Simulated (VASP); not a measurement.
**Ge: single point with LDA**

Crystal: Ge.

```
Ge
1.0
     4.88008    2.81752    1.88960
    -4.88008    2.81752    1.88960
     0.00000   -5.63503    1.88960
Ge
8
Cartesian
  0.0000 0.0000 4.0591
  0.0000 0.0000 1.6097
  -3.3986 -0.8742 2.4312
  2.4564 -2.5061 2.4312
  0.9422 3.3804 2.4312
  3.3986 0.8742 3.2376
  -2.4564 2.5061 3.2376
  -0.9422 -3.3804 3.2376
```

| Property | Result |
| --- | --- |
| Program | VASP 6.6.1 |
| Task | single point |
| Functional | LDA |
| Potentials or basis | VASP PAW LDA potentials, release 64 (Ge_d) |
| Cutoff | 520 eV |
| k mesh | 9 × 9 × 9 |
| Occupations | gaussian, width 0.15 eV |
| Spin | no spin polarisation |
| Dipole correction | no |
| Further INCAR settings | ALGO = Fast; EDIFF = 1e-07; NBANDS = 66 |

```
Pressure               : 2.2 GPa
Largest force          : 0.346 eV/Å
Band gap on the k mesh : zero (bands 56 and 57 overlap by 0.33 eV)
```

Forces on the atoms (eV/Å):
```
Ge   0.000  0.000  0.346
Ge   0.000  0.000 -0.346
Ge  -0.057 -0.151  0.049
Ge   0.159  0.026  0.049
Ge  -0.102  0.125  0.049
Ge   0.057  0.151 -0.049
Ge  -0.159 -0.026 -0.049
Ge   0.102 -0.125 -0.049
```

Stress tensor (GPa, compression positive):
```
0.98 0.00 0.00
0.00 0.98 0.00
0.00 0.00 4.79
```

Levels at points of the mesh, in eV from the Fermi level:
```csv
k point,band 54,band 55,band 56,band 57,band 58,band 59
"(0.00, 0.00, 0.00)",-1.27,-1.27,-0.78,1.61,1.97,1.97
```

Run time: 64 min on 1 thread of Oxide Virtual Turin-like Processor (shared host), peak memory 0.8 GiB.

Caveat: semilocal functionals underestimate gaps, so a narrow gap can read as zero.
